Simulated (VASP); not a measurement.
AlSi5:

```
CELL_PARAMETERS angstrom
5.26649 0.00000 0.00000
-2.63324 4.56091 0.00000
0.00000 0.00000 4.42656
ATOMIC_POSITIONS crystal
Al 0.00000 0.00000 0.50000
Si 0.33333 0.66667 0.50000
Si 0.66667 0.33333 0.50000
Si 0.50000 0.00000 0.00000
Si 0.00000 0.50000 0.00000
Si 0.50000 0.50000 0.00000
```

| Quantity | Value |
| --- | --- |
| Program | VASP 6.6.1 |
| Task | relaxation of cell and atoms |
| Functional | PBE |
| Potentials or basis | VASP PAW PBE potentials, release 64 (Al, Si) |
| Cutoff | 600 eV |
| k mesh | 6 × 6 × 4 |
| Occupations | gaussian, width 0.1 eV |
| Spin | no spin polarisation |

At the start: pressure -5.1 GPa; volume 17.72 Å³/atom.

**Question.** How do energy, volume and symmetry change on relaxing?

**Answer.** Over 9 steps the energy falls by 79.8 meV/atom and the volume is 16.21 Å³/atom (-8.5 %); space group P6/mmm (No. 191, to 0.05 Å).

Step by step:
| step | energy change (eV) | largest force (eV/Å) | pressure (GPa) | volume (Å³) |
| --- | --- | --- | --- | --- |
| 1 | 0.0000 | 0.0000 | -5.15 | 106.33 |
| 2 | -0.2566 | 0.0000 | -1.16 | 97.77 |
| 3 | -0.3041 | 0.0000 | 1.89 | 93.72 |
| 4 | -0.4049 | 0.0000 | 4.72 | 92.05 |
| 5 | -0.4248 | 0.0000 | 3.80 | 92.47 |
| 6 | -0.4267 | 0.0000 | 3.51 | 92.62 |
| 7 | -0.4778 | 0.0000 | -0.13 | 97.20 |
| 8 | -0.4778 | 0.0000 | -0.19 | 97.29 |
| 9 | -0.4789 | 0.0000 | -0.07 | 97.27 |

Final structure:
```
CELL_PARAMETERS angstrom
4.91558 0.00000 0.00000
-2.45779 4.25702 0.00000
0.00000 0.00000 4.64824
ATOMIC_POSITIONS crystal
Al 0.00000 0.00000 0.50000
Si 0.33333 0.66667 0.50000
Si 0.66667 0.33333 0.50000
Si 0.50000 0.00000 0.00000
Si 0.00000 0.50000 0.00000
Si 0.50000 0.50000 0.00000
```
